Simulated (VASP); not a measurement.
SrO (e600): single point with PBEsol

Crystal: SrO (e600).

```
CELL_PARAMETERS angstrom
0.00000 2.53571 2.53571
2.53571 0.00000 2.53571
2.53571 2.53571 0.00000
ATOMIC_POSITIONS crystal
Sr 0.00000 0.00000 0.00000
O 0.50000 0.50000 0.50000
```

This cell differs from its parent crystal: strained cell.

```yaml
Program: VASP 6.6.1
Task: single point
Functional: PBEsol
Potentials_or_basis: VASP PAW PBE potentials, release 64 (Sr_sv, O)
Cutoff: 600 eV
k_mesh: 6 × 6 × 6
Occupations: gaussian, width 0.02 eV
Spin: no spin polarisation
Dipole_correction: no
Further_INCAR_settings: ALGO = Normal; EDIFF = 1e-06; NBANDS = 15
```

```
Pressure               : 3.7 GPa
Band gap on the k mesh : 3.12 eV, indirect (least direct gap 3.18 eV)
```

Levels at points of the mesh, in eV from the valence-band top:
```
           k point  band 4  band 5  band 6  band 7  band 8  band 9  band 10  band 11  band 12  band 13
(0.00, 0.00, 0.00)  -13.70  -13.70    0.00    0.00    0.00    4.12     6.25     6.25     6.25     8.54
(0.50, 0.00, 0.00)  -13.80  -12.49   -2.31   -1.24   -1.24    6.67     8.62     9.08     9.08    12.37
(0.50, 0.50, 0.00)  -14.13  -14.13   -0.36   -0.06   -0.06    3.12     8.08    10.47    10.59    11.50
```

It took 16 s on 1 thread of AMD EPYC 7R43 64-Core Processor (Zen 3), on a shared host, peak memory 0.14 GiB.

Caveat: the cell differs from its parent crystal (strained cell); the PAW data sets were made with another functional, which shifts forces and pressure a little. A k mesh can miss the band edges.
